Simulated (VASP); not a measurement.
# MgAlC2N2 (P-1) in VASP: further runs, part 2 of 2

VASP 6.6.1. The steps go on from the part before.

**3. Relaxation of cell and atoms, PBE**

The input, INCAR:

```
ALGO = Normal
EDIFF = 1E-6
EDIFFG = -0.04
ENCUT = 600
GGA = PE
IBRION = 2
ISIF = 3
ISMEAR = 0
LASPH = True
LCHARG = False
LREAL = False
LWAVE = False
NELM = 80
NSW = 90
PREC = Accurate
SIGMA = 0.1
```

The input, KPOINTS:

```
k-points
0
Gamma
  6 4 4
```

The input, POSCAR:

```
MgAlC2N2
1.0
    3.5118798800      0.0000000000      0.0000000000
    0.9095094300      3.9070766700      0.0000000000
    1.4461398000      1.2779556100      7.2093979100
Mg Al C N
1 1 2 2
Direct
    0.0000000000      0.0000000000      0.0000000000
    0.5000000000      0.0000000000      0.5000000000
    0.1936430300      0.6127139400      0.1936430300
    0.8063569700      0.3872860600      0.8063569700
    0.3080684600      0.3838630800      0.3080684600
    0.6919315400      0.6161369200      0.6919315400
```

Potentials or basis: VASP PAW PBE potentials, release 64 (Mg, Al, C, N).

The run is started by

```sh
$ cat potpaw_PBE.64/Mg/POTCAR potpaw_PBE.64/Al/POTCAR potpaw_PBE.64/C/POTCAR potpaw_PBE.64/N/POTCAR > POTCAR
$ mpirun -np 1 vasp_std > vasp.out
```

OUTCAR:

```text
EDIFF = 1E-6
   EDIFFG = -0.04
   ENCUT = 600
   GGA = PE
   IBRION = 2
   ISIF = 3
   ISMEAR = 0
   LASPH = True
   LREAL = False
   NELM = 80
   NSW = 90
   PREC = Accurate

 ion  position               nearest neighbor table
   1  0.000  0.000  0.000-   3 1.98   4 1.98
   2  0.500  0.000  0.500-   5 1.96   6 1.96
   3  0.194  0.613  0.194-   5 1.17   1 1.98
   4  0.806  0.387  0.806-   6 1.17   1 1.98
   5  0.308  0.384  0.308-   3 1.17   2 1.96
   6  0.692  0.616  0.692-   4 1.17   2 1.96

  LATTYP: Found a triclinic cell.
 ALAT       =     3.5118798800
 B/A-ratio  =     2.6208930830
 C/A-ratio  =     1.1422771929
 COS(alpha) =     0.0021619810
 COS(beta)  =     0.2267232444
 COS(gamma) =     0.6059823319

  Lattice vectors:

 A1 = (   3.5118798800,   0.0000000000,   0.0000000000)
 A2 = (   5.5776199600,  -1.2779556100,  -7.2093979100)
 A3 = (   0.9095094300,   3.9070766700,   0.0000000000)

Analysis of symmetry for initial positions (statically):
=====================================================================
 Subroutine PRICEL returns:
 Original cell was already a primitive cell.

 Routine SETGRP: Setting up the symmetry group for a
 triclinic supercell.

 Subroutine GETGRP returns: Found  2 space group operations
 (whereof  2 operations were pure point group operations)
 out of a pool of  2 trial point group operations.

The static configuration has the point symmetry S_2 .

Analysis of symmetry for dynamics (positions and initial velocities):
=====================================================================
 Subroutine PRICEL returns:
 Original cell was already a primitive cell.

 Routine SETGRP: Setting up the symmetry group for a
 triclinic supercell.

 Subroutine GETGRP returns: Found  2 space group operations
 (whereof  2 operations were pure point group operations)
 out of a pool of  2 trial point group operations.

The dynamic configuration has the point symmetry S_2 .

[... 124 lines left out ...]
   IMIX   =      4    mixing-type and parameters
     AMIX     =   0.40;   BMIX     =  1.00
     AMIX_MAG =   1.60;   BMIX_MAG =  1.00
  volume/ion in A,a.u.               =      16.49       111.26
  Fermi-wavevector in a.u.,A,eV,Ry     =   1.006670  1.902331 13.787941  1.013385
  Thomas-Fermi vector in A             =   2.139427
   LORBIT       =      0    0 simple, 1 ext, 2 COOP (PROOUT), +10 PAW based schemes
   GGA     = PE    functional components
   LHFCALC =     F    Hartree Fock is set to
   AEXX    =    0.0000 exact exchange contribution
   IVDW    =     0    specifies the selected vdW correction
   LEPSILON=     F    determine dielectric tensor
   LRPA    =     F    only Hartree local field effects (RPA)
 conjugate gradient relaxation of ions
 non-spin polarized calculation
 Gauss-broadening in eV      SIGMA  =   0.10
  energy-cutoff  :      600.00
  volume of cell :       98.92
 maximum number of plane-waves:      3330
   NGX = 15   NGY = 15   NGZ = 29

--------------------------------------- Ionic step        1  -------------------------------------------

 number of electron      22.9999999 magnetization

 Free energy of the ion-electron system (eV)
  ---------------------------------------------------
  ext. energy  EPLUGINS =         0.00000000
  ---------------------------------------------------
  free energy    TOTEN  =       -35.90054678 eV

  energy without entropy =      -35.88577555  energy(sigma->0) =      -35.89316117

------------------------ aborting loop because EDIFF is reached ----------------------------------------

  FORCE on cell =-STRESS in cart. coord.  units (eV):
  Direction    XX          YY          ZZ          XY          YZ          ZX
  --------------------------------------------------------------------------------------
  -------------------------------------------------------------------------------------
  Total       -2.0941948      7.3952398      4.2979124     -1.7706188     -6.5120198      2.4331642
  in kB      -33.9185350    119.7766769     69.6109490    -28.6777491   -105.4716433     39.4086374
  external PRESSURE =      51.8230303 kB  Pullay stress =       0.0000000 kB
[... 974 lines left out ...]
      4      -4.1798      2.00000
      5      -2.8779      2.00000
      6      -1.8905      2.00000
      7      -0.8404      2.00000
      8      -0.4107      2.00000
      9       0.1684      2.00000
     10       0.6967      2.00000
     11       3.5472      2.00000
     12       4.1617      2.00000
     13       5.5332      0.00000
     14       6.1178      0.00000
     15       8.5252      0.00000

 [... further k-points ...]

[... ionic steps 4 to 64 ...]

--------------------------------------- Ionic step       65  -------------------------------------------

 number of electron      23.0000000 magnetization

------------------------ aborting loop because EDIFF is reached ----------------------------------------
[... 75 lines left out ...]
--------------------------------------- Ionic step       67  -------------------------------------------

 number of electron      23.0000000 magnetization

 Free energy of the ion-electron system (eV)
  ---------------------------------------------------
  ext. energy  EPLUGINS =         0.00000000
  ---------------------------------------------------
  free energy    TOTEN  =       -40.48939076 eV

  energy without entropy =      -40.48351896  energy(sigma->0) =      -40.48645486

 E-fermi :   5.9043     XC(G=0): -10.6390

 val. band max:        5.8979738564   @ k =   0.1667   0.0000   0.0000
 cond. band min:       5.9456538712   @ k =   0.3333   0.5000   0.0000
 fundamental gap:      0.0476800148
 Fermi energy:         5.9043095595
[... 465 lines left out ...]
  FREE ENERGIE OF THE ION-ELECTRON SYSTEM (eV)
  ---------------------------------------------------
  free  energy   TOTEN  =       -40.4893907599 eV

  energy  without entropy=      -40.4835189570  energy(sigma->0) =      -40.48645486

 reached required accuracy - stopping structural energy minimisation
```

CONTCAR:

```text
MgAlC2N2
   1.00000000000000
     3.0180997168613817    0.2610117437562069   -0.3473690602134260
     1.1138475292893002    3.9510416661757590   -0.9370060672713328
     0.6330640835582820   -0.1824636894332957    5.3481588437450052
  Mg              Al              C               N
     1     1     2     2
Direct
     0.0000000000000000    0.0000000000000000    0.0000000000000000
     0.5000000000000000    0.0000000000000000    0.5000000000000000
     0.1641333308685860    0.6539136096126912    0.2937384198632312
     0.8358666691314139    0.3460863903873085    0.7062615801367688
     0.3426184455878884    0.3231216490093646    0.2519637185942987
     0.6573815544121114    0.6768783509906353    0.7480362814057018

  0.00000000E+00  0.00000000E+00  0.00000000E+00
  0.00000000E+00  0.00000000E+00  0.00000000E+00
  0.00000000E+00  0.00000000E+00  0.00000000E+00
  0.00000000E+00  0.00000000E+00  0.00000000E+00
  0.00000000E+00  0.00000000E+00  0.00000000E+00
  0.00000000E+00  0.00000000E+00  0.00000000E+00
```

It took 39 min on 1 thread of Intel Xeon Platinum 8259CL at 2.50GHz (Skylake/Cascade Lake), shared host; peak memory 0.34 GiB.

What came out:

```yaml
Free_energy: -40.4894 eV
Relaxed_volume: 10.41 Å³/atom
Relaxed_cell: a = 3.049 Å, b = 4.211 Å, c = 5.389 Å, α = 102.80°, β = 89.98°, γ = 68.44°
Space_group_after_relaxing_to_0.1_Å: C2/m (No. 12)
Pressure_after_relaxing: -0.1 GPa
Largest_force_after_relaxing: 0.028 eV/Å
Band_gap_on_the_k_mesh: zero (an odd number of electrons rules out a gap without spin polarisation)
```

Forces on the atoms (eV/Å):
```
Mg   0.000  0.000  0.000
Al   0.000  0.000  0.000
C    0.002  0.004  0.006
C   -0.002 -0.004 -0.006
N   -0.021 -0.017 -0.005
N    0.021  0.017  0.005
```

Final structure:
```xyz
6
Lattice="3.0181 0.2610 -0.3474 1.1138 3.9510 -0.9370 0.6331 -0.1825 5.3482" Properties=species:S:1:pos:R:3 pbc="T T T"
Mg    0.0000    0.0000    0.0000
Al    1.8256    0.0393    2.5004
C     1.4097    2.5729    0.9012
C     3.3553    1.4567    3.1626
N     1.5535    1.3201    0.9258
N     3.2115    2.7095    3.1380
```

Caveat: the k points lie up to 0.41 Å⁻¹ apart in the final cell, too coarse for converged energies and pressures of a metal; the volume moved by over 15 % at a fixed basis, so the end points are rough; an odd number of electrons without spin polarisation forces a metal; a magnetic or distorted state may lie lower.

The gap in the log of VASP goes by the Fermi energy; the results here count the filled bands.